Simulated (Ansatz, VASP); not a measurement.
One calculation of Fe2Pt3, two programs

```
CELL_PARAMETERS angstrom
2.71478 0.00000 0.00000
-1.35739 2.35107 0.00000
0.00000 0.00000 22.23665
ATOMIC_POSITIONS crystal
Fe 0.33333 0.66667 0.50000
Fe 0.66667 0.33333 0.00000
Fe 0.66667 0.33333 0.40000
Fe 0.66667 0.33333 0.60000
Pt 0.33333 0.66667 0.70000
Pt 0.33333 0.66667 0.90000
Pt 0.33333 0.66667 0.10000
Pt 0.33333 0.66667 0.30000
Pt 0.66667 0.33333 0.80000
Pt 0.66667 0.33333 0.20000
```

Alike in both runs: task single point; functional PBE; k mesh 6 × 6 × 1; occupations gaussian, width 0.1 eV; collinear spin.

|  | VASP | Ansatz |
| --- | --- | --- |
| version | VASP 6.6.1 | Ansatz 0.2.0 |
| potentials or method | VASP PAW PBE potentials, release 64 (Fe, Pt), cutoff 520 eV | scalar-relativistic, plane waves, PAW |
| valence electrons in the cell | 92 | 172 |

```tsv
	VASP	Ansatz	Ansatz less VASP
gap on the k mesh at the Fermi level (eV)	none	none	-
pressure (GPa)	8.0	8.3	+0.35
traceless stress, the component that is largest in VASP (GPa)	4.00	3.97	-0.026
rms of the force components (eV/Å)	0.884	0.892	+0.0078
net moment per atom (μB)	1.18	1.18	0.000
size of the moment on the site where the two differ most (μB)	2.76	2.80	+0.046
```

Site moments also hang on the region over which each program counts them. Atom by atom the forces differ by 0.008 eV/Å (rms over components). A gap of «none» marks a metal or a gap that the smearing closes. VASP's potentials hold 92 valence electrons a cell and Ansatz's 172, so a difference there can come from the potentials and not from the codes.

The k mesh is coarse, so the values compare programs but aren't converged. Spin-orbit coupling is off throughout.
